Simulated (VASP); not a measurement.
Crystal: SiPb (zincblende type).

```
Pb Si
1.0
     0.00000    3.21951    3.21951
     3.21951    0.00000    3.21951
     3.21951    3.21951    0.00000
Pb Si
1 1
Direct
  0.00000 0.00000 0.00000
  0.25000 0.25000 0.25000
```

| Item | Value |
| --- | --- |
| Program | VASP 6.6.1 |
| Task | relaxation of cell and atoms |
| Functional | PBE |
| Potentials or basis | VASP PAW PBE potentials, release 64 (Pb_d, Si) |
| Cutoff | 600 eV |
| k mesh | 9 × 9 × 9 |
| Occupations | fermi-dirac, width 0.03 eV |
| Spin | no spin polarisation |

At the start: pressure -2.5 GPa; volume 33.37 Å³/atom.

Q: Where does the relaxation end?

A: Over 3 steps the energy falls by 18.8 meV/atom and the volume is 31.07 Å³/atom (-6.9 %); space group F-43m (No. 216, to 0.05 Å).

The path:
| step | energy change (eV) | largest force (eV/Å) | pressure (GPa) | volume (Å³) |
| --- | --- | --- | --- | --- |
| 1 | 0.0000 | 0.0000 | -2.46 | 66.74 |
| 2 | -0.0375 | 0.0000 | 0.15 | 61.92 |
| 3 | -0.0376 | 0.0000 | 0.00 | 62.14 |

Final structure:
```yaml
crystal:
  lattice:
    - [0.00000, 3.14371, 3.14371]
    - [3.14371, 0.00000, 3.14371]
    - [3.14371, 3.14371, 0.00000]
  atoms:
    - { symbol: Pb, position: [0.00000, 0.00000, 0.00000] }
    - { symbol: Si, position: [0.25000, 0.25000, 0.25000] }
```
